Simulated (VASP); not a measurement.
# SiO2 (Cristobalite) (P4_12_12) in VASP: single point with PBE

Aim: the single point of SiO2 (Cristobalite) with PBE.

Everything below comes from runs of VASP 6.6.1. Logs are shortened: lines on timing, memory, paths and dates and some standing lists are left out, and cuts for length are marked.

## (1) The cell of the first run

Symmetry: P4_12_12, No. 92, tetragonal system. The conventional cell has a = 4.982 Å, b = 4.982 Å, c = 6.963 Å, α = 90.00°, β = 90.00°, γ = 90.00°. Within 2.2 Å of Si (site symmetry 2) lie 4 O at 1.63 Å. Within 2.2 Å of O (site symmetry 1) lie 2 Si at 1.63 Å.

## (2) Single point, PBE

Contents of INCAR:

```
SYSTEM = SiO2
PREC = Accurate ; ENCUT = 520
EDIFF = 1E-7 ; ISMEAR = -1
SIGMA = 0.02 ; LREAL = .False.
LASPH = .True. ; NELM = 60
ALGO = Normal ; ISIF = 2
LWAVE = .False. ; LCHARG = .False.
GGA = PE ; NBANDS = 44
```

Contents of KPOINTS:

```
Automatic mesh
0
Gamma
  4 4 3
  0 0 0
```

Contents of POSCAR:

```
SiO2
1.0
    4.9820000000      0.0000000000      0.0000000000
    0.0000000000      4.9820000000      0.0000000000
    0.0000000000      0.0000000000      6.9630000000
Si O
4 8
Direct
    0.3039018413      0.3039018413      0.0000000000
    0.1960981587      0.8039018413      0.2500000000
    0.6960981587      0.6960981587      0.5000000000
    0.8039018413      0.1960981587      0.7500000000
    0.2373186949      0.1139629069      0.1837361131
    0.3860370931      0.7373186949      0.4337361131
    0.7626813051      0.8860370931      0.6837361131
    0.6139629069      0.2626813051      0.9337361131
    0.7373186949      0.3860370931      0.5662638869
    0.8860370931      0.7626813051      0.3162638869
    0.2626813051      0.6139629069      0.0662638869
    0.1139629069      0.2373186949      0.8162638869
```

Potentials or basis: VASP PAW PBE potentials, release 64 (Si, O).

On the command line:

```console
$ cat potpaw_PBE.64/Si/POTCAR potpaw_PBE.64/O/POTCAR > POTCAR
$ mpirun -np 1 vasp_std > vasp.out
```

OUTCAR:

```text
SYSTEM = SiO2
   PREC = Accurate
   ENCUT = 520
   EDIFF = 1E-7
   ISMEAR = -1
   LREAL = .False.
   LASPH = .True.
   NELM = 60
   ISIF = 2
   GGA = PE

 ion  position               nearest neighbor table
   1  0.304  0.304  0.000-   8 1.63  11 1.63   5 1.63  12 1.63   2 3.09   4 3.09   2 3.09   4 3.09

   2  0.196  0.804  0.250-   5 1.63  10 1.63   6 1.63  11 1.63   1 3.09   3 3.09   1 3.09   3 3.09

   3  0.696  0.696  0.500-   6 1.63   9 1.63   7 1.63  10 1.63   2 3.09   4 3.09   4 3.09   2 3.09

   4  0.804  0.196  0.750-   7 1.63  12 1.63   9 1.63   8 1.63   1 3.09   3 3.09   3 3.09   1 3.09

   5  0.237  0.114  0.184-   2 1.63   1 1.63
   6  0.386  0.737  0.434-   3 1.63   2 1.63
   7  0.763  0.886  0.684-   4 1.63   3 1.63
   8  0.614  0.263  0.934-   1 1.63   4 1.63
   9  0.737  0.386  0.566-   3 1.63   4 1.63
  10  0.886  0.763  0.316-   2 1.63   3 1.63
  11  0.263  0.614  0.066-   1 1.63   2 1.63
  12  0.114  0.237  0.816-   4 1.63   1 1.63

  LATTYP: Found a simple tetragonal cell.
 ALAT       =     4.9820000000
 C/A-ratio  =     1.3976314733

  Lattice vectors:

 A1 = (   4.9820000000,   0.0000000000,   0.0000000000)
 A2 = (   0.0000000000,   4.9820000000,   0.0000000000)
 A3 = (   0.0000000000,   0.0000000000,   6.9630000000)

Analysis of symmetry for initial positions (statically):
=====================================================================
 Subroutine PRICEL returns:
 Original cell was already a primitive cell.

 Routine SETGRP: Setting up the symmetry group for a
 simple tetragonal supercell.

 Subroutine GETGRP returns: Found  8 space group operations
 (whereof  2 operations were pure point group operations)
 out of a pool of 16 trial point group operations.

The static configuration has the point symmetry C_2 .
 The point group associated with its full space group is D_4 .

Analysis of symmetry for dynamics (positions and initial velocities):
=====================================================================
 Subroutine PRICEL returns:
 Original cell was already a primitive cell.

 Routine SETGRP: Setting up the symmetry group for a
 simple tetragonal supercell.

 Subroutine GETGRP returns: Found  8 space group operations
 (whereof  2 operations were pure point group operations)
 out of a pool of 16 trial point group operations.

The dynamic configuration has the point symmetry C_2 .
 The point group associated with its full space group is D_4 .

 Subroutine INISYM returns: Found  8 space group operations
 (whereof  2 operations are pure point group operations),
 and found     1 'primitive' translations

----------------------------------------------------------------------------------------

                                     Primitive cell

  volume of cell :     172.8239

  direct lattice vectors                    reciprocal lattice vectors
     4.982000000  0.000000000  0.000000000     0.200722601  0.000000000  0.000000000
     0.000000000  4.982000000  0.000000000     0.000000000  0.200722601  0.000000000
     0.000000000  0.000000000  6.963000000     0.000000000  0.000000000  0.143616257

  length of vectors
     4.982000000  4.982000000  6.963000000     0.200722601  0.200722601  0.143616257

  position of ions in fractional coordinates (direct lattice)
     0.303901841  0.303901841  0.000000000
     0.196098159  0.803901841  0.250000000
     0.696098159  0.696098159  0.500000000
     0.803901841  0.196098159  0.750000000
     0.237318695  0.113962907  0.183736113
     0.386037093  0.737318695  0.433736113
     0.762681305  0.886037093  0.683736113
     0.613962907  0.262681305  0.933736113
     0.737318695  0.386037093  0.566263887
     0.886037093  0.762681305  0.316263887
     0.262681305  0.613962907  0.066263887
     0.113962907  0.237318695  0.816263887

  ion indices of the primitive-cell ions
   primitive index   ion index
                 1           1
                 2           2
                 3           3
                 4           4
                 5           5
                 6           6
                 7           7
                 8           8
                 9           9
                10          10
                11          11
                12          12

----------------------------------------------------------------------------------------

 KPOINTS: Automatic mesh

Automatic generation of k-mesh.
 Grid dimensions read from file:
 generate k-points for:    4    4    3

 Generating k-lattice:

  Cartesian coordinates                     Fractional coordinates (reciprocal lattice)
     0.050180650  0.000000000  0.000000000     0.250000000  0.000000000  0.000000000
     0.000000000  0.050180650  0.000000000     0.000000000  0.250000000  0.000000000
     0.000000000  0.000000000  0.047872086     0.000000000  0.000000000  0.333333333

  Length of vectors
     0.050180650  0.050180650  0.047872086

  Shift w.r.t. Gamma in fractional coordinates (k-lattice)
     0.000000000  0.000000000  0.000000000

 Subroutine IBZKPT returns following result:
 ===========================================

 Found     12 irreducible k-points:

 Following reciprocal coordinates:
            Coordinates               Weight
  0.000000  0.000000  0.000000      1.000000
  0.250000  0.000000  0.000000      4.000000
  0.500000  0.000000  0.000000      2.000000
  0.250000  0.250000  0.000000      4.000000
  0.500000  0.250000  0.000000      4.000000
  0.500000  0.500000  0.000000      1.000000
  0.000000  0.000000  0.333333      2.000000
  0.250000  0.000000  0.333333      8.000000
  0.500000  0.000000  0.333333      4.000000
  0.250000  0.250000  0.333333      8.000000
  0.500000  0.250000  0.333333      8.000000
  0.500000  0.500000  0.333333      2.000000
   k-points           NKPTS =     12   k-points in BZ     NKDIM =     12   number of bands    NBANDS=     44
   number of dos      NEDOS =    301   number of ions     NIONS =     12
   total plane-waves  NPLWV =  86400
   dimension x,y,z NGX =    40 NGY =   40 NGZ =   54
   dimension x,y,z NGXF=    80 NGYF=   80 NGZF=  108
   ions per type =               4   8
   NGX,Y,Z   is equivalent  to a cutoff of  13.35, 13.35, 12.89 a.u.
   NGXF,Y,Z  is equivalent  to a cutoff of  26.70, 26.70, 25.79 a.u.
 SYSTEM =  SiO2
   PREC   = accura    normal or accurate (medium, high low for compatibility)
   ISTART =      0    job   : 0-new  1-cont  2-samecut
   ICHARG =      2    charge: 1-file 2-atom 10-const
   ISPIN  =      1    spin polarized calculation?
   LNONCOLLINEAR =      F non collinear calculations
   LSORBIT =      F    spin-orbit coupling
   LASPH  =      T    aspherical Exc in radial PAW
   ENCUT  =  520.0 eV  38.22 Ry    6.18 a.u.   9.26  9.26 12.95*2*pi/ulx,y,z
   NELM   =     60;   NELMIN=  2; NELMDL= -5     # of ELM steps
   EDIFF  = 0.1E-06   stopping-criterion for ELM
   LREAL  =      F    real-space projection
   EDIFFG = 0.1E-05   stopping-criterion for IOM
   NSW    =      0    number of steps for IOM
   IBRION =     -1    ionic relax: 0-MD 1-quasi-New 2-CG
   NFREE  =      0    steps in history (QN), initial steepest desc. (CG)
   ISIF   =      2    stress and relaxation
   ISYM   =      2    0-nonsym 1-usesym 2-fastsym
   POTIM  = 0.5000    time-step for ionic-motion
   TEBEG  =    0.0;   TEEND  =   0.0 temperature during run
   PSTRESS=    0.0 pullay stress
   NELECT =      64.0000    total number of electrons
   NUPDOWN=      -1.0000    fix difference up-down
   EMIN   =  10.00;   EMAX   =-10.00  energy-range for DOS
   EFERMI =   0.00;   METHOD = LEGACY
   ISMEAR =    -1;   SIGMA  =   0.02  broadening in eV -4-tet -1-fermi 0-gaus
   EFERMI_NEDOS =   21; number of points for ismear=-14 and -15
   IALGO  =     38    algorithm
   IMIX   =      4    mixing-type and parameters
     AMIX     =   0.40;   BMIX     =  1.00
     AMIX_MAG =   1.60;   BMIX_MAG =  1.00
  volume/ion in A,a.u.               =      14.40        97.19
  Fermi-wavevector in a.u.,A,eV,Ry     =   1.175620  2.221599 18.804365  1.382082
  Thomas-Fermi vector in A             =   2.311997
   LORBIT       =      0    0 simple, 1 ext, 2 COOP (PROOUT), +10 PAW based schemes
   GGA     = PE    functional components
   LHFCALC =     F    Hartree Fock is set to
   AEXX    =    0.0000 exact exchange contribution
   IVDW    =     0    specifies the selected vdW correction
   LEPSILON=     F    determine dielectric tensor
   LRPA    =     F    only Hartree local field effects (RPA)
 non-spin polarized calculation
  energy-cutoff  :      520.00
  volume of cell :      172.82
 maximum number of plane-waves:      4678
 NGX is ok and might be reduce to    40
   NGX = 19   NGY = 19   NGZ = 25

 number of electron      63.9999999 magnetization

 Free energy of the ion-electron system (eV)
  ---------------------------------------------------
  ext. energy  EPLUGINS =         0.00000000
  ---------------------------------------------------
  free energy    TOTEN  =       -94.90103688 eV

  energy without entropy =      -94.90103688  energy(sigma->0) =      -94.90103688

 E-fermi :   0.5603     XC(G=0):  -8.4368

 val. band max:        0.0865009833   @ k =   0.0000   0.0000   0.0000
 cond. band min:       5.6980275921   @ k =   0.0000   0.0000   0.0000
 fundamental gap:      5.6115266087
 Fermi energy:         0.5602944293

 k-point     1 :       0.0000    0.0000    0.0000
  band No.  band energies     occupation
      1     -19.2615      2.00000
      2     -18.3798      2.00000
      3     -18.3798      2.00000
      4     -17.2577      2.00000
      5     -17.1872      2.00000
      6     -17.1871      2.00000
[... 36 lines left out ...]
     43      11.3430      0.00000
     44      11.7368      0.00000
[... 476 lines left out ...]
      4     -18.3296      2.00000
      5     -17.2676      2.00000
      6     -17.2676      2.00000
[... 36 lines left out ...]
     43      10.5800      0.00000
     44      10.5800      0.00000

------------------------ aborting loop because EDIFF is reached ----------------------------------------

  FORCE on cell =-STRESS in cart. coord.  units (eV):
  Direction    XX          YY          ZZ          XY          YZ          ZX
  --------------------------------------------------------------------------------------
  -------------------------------------------------------------------------------------
  Total        1.4552349      1.4552349      0.9207405      0.0000000      0.0000000      0.0000000
  in kB       13.4908666     13.4908666      8.5357956      0.0000000      0.0000000      0.0000000
  external PRESSURE =      11.8391763 kB  Pullay stress =       0.0000000 kB

 VOLUME and BASIS-vectors are now :
 -----------------------------------------------------------------------------
  energy-cutoff  :      520.00
  volume of cell :      172.82
      direct lattice vectors                 reciprocal lattice vectors
     4.982000000  0.000000000  0.000000000     0.200722601  0.000000000  0.000000000
     0.000000000  4.982000000  0.000000000     0.000000000  0.200722601  0.000000000
     0.000000000  0.000000000  6.963000000     0.000000000  0.000000000  0.143616257

 POSITION                                       TOTAL-FORCE (eV/Angst)
 -----------------------------------------------------------------------------------
      1.51404      1.51404      0.00000         0.021535      0.021535      0.000000
      0.97696      4.00504      1.74075        -0.021535      0.021535      0.000000
      3.46796      3.46796      3.48150        -0.021535     -0.021535      0.000000
      4.00504      0.97696      5.22225         0.021535     -0.021535      0.000000
      1.18232      0.56776      1.27935        -0.000076     -0.004313     -0.000297
      1.92324      3.67332      3.02010         0.004313     -0.000076     -0.000297
      3.79968      4.41424      4.76085         0.000076      0.004313     -0.000297
      3.05876      1.30868      6.50160        -0.004313      0.000076     -0.000297
      3.67332      1.92324      3.94290        -0.000076      0.004313      0.000297
      4.41424      3.79968      2.20215         0.004313      0.000076      0.000297
      1.30868      3.05876      0.46140         0.000076     -0.004313      0.000297
      0.56776      1.18232      5.68365        -0.004313     -0.000076      0.000297
 -----------------------------------------------------------------------------------
    total drift:                               -0.000000      0.000000     -0.000000

  FREE ENERGIE OF THE ION-ELECTRON SYSTEM (eV)
  ---------------------------------------------------
  free  energy   TOTEN  =       -94.9010368773 eV

  energy  without entropy=      -94.9010368773  energy(sigma->0) =      -94.90103688
```

It took 67 s on 1 thread of AMD EPYC 9R45 (Zen 5), shared host; peak memory 0.26 GiB.

Results:

```
Free energy            : -94.9010 eV
Pressure               : 1.2 GPa
Largest force          : 0.030 eV/Å
Band gap on the k mesh : 5.61 eV, direct
```

Forces on the atoms (eV/Å):
```
Si   0.022  0.022  0.000
Si  -0.022  0.022  0.000
Si  -0.022 -0.022  0.000
Si   0.022 -0.022  0.000
O    0.000 -0.004  0.000
O    0.004  0.000  0.000
O    0.000  0.004  0.000
O   -0.004  0.000  0.000
O    0.000  0.004  0.000
O    0.004  0.000  0.000
O    0.000 -0.004  0.000
O   -0.004  0.000  0.000
```

Stress tensor (GPa, compression positive):
```
1.35 0.00 0.00
0.00 1.35 0.00
0.00 0.00 0.85
```
